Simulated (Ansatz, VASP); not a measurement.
# One calculation of BeTe, two programs

```xyz
2
Lattice="0.0000 2.9916 2.9916 2.9916 0.0000 2.9916 2.9916 2.9916 0.0000" Properties=species:S:1:pos:R:3 pbc="T T T"
Be    0.0000    0.0000    0.0000
Te    4.4874    4.4874    4.4874
```

Change from the starting cell: strain +0.080 along x and y, +0.080 along z, atoms carried along.

Alike in both runs: task single point; functional LDA; k mesh 8 × 8 × 8; occupations gaussian, width 0.05 eV; no spin polarisation.

|  | VASP | Ansatz |
| --- | --- | --- |
| version | VASP 6.6.1 | Ansatz 0.2.0 |
| potentials or method | VASP PAW LDA potentials, release 64 (Be, Te), cutoff 520 eV | scalar-relativistic, plane waves, PAW |
| valence electrons in the cell | 8 | 18 |

|  | VASP | Ansatz | Ansatz less VASP |
| --- | --- | --- | --- |
| gap on the k mesh at the Fermi level (eV) | 2.23 | 2.24 | +0.011 |
| least direct gap on the mesh (eV) | 2.52 | 2.49 | -0.027 |
| pressure (GPa) | -9.0 | -9.1 | -0.10 |

LDA's correlation is that of Perdew and Zunger in VASP and of Perdew and Wang (1992) in Ansatz. VASP's potentials hold 8 valence electrons a cell and Ansatz's 18, so a difference there can come from the potentials and not from the codes.

Neither program's run includes spin-orbit coupling.
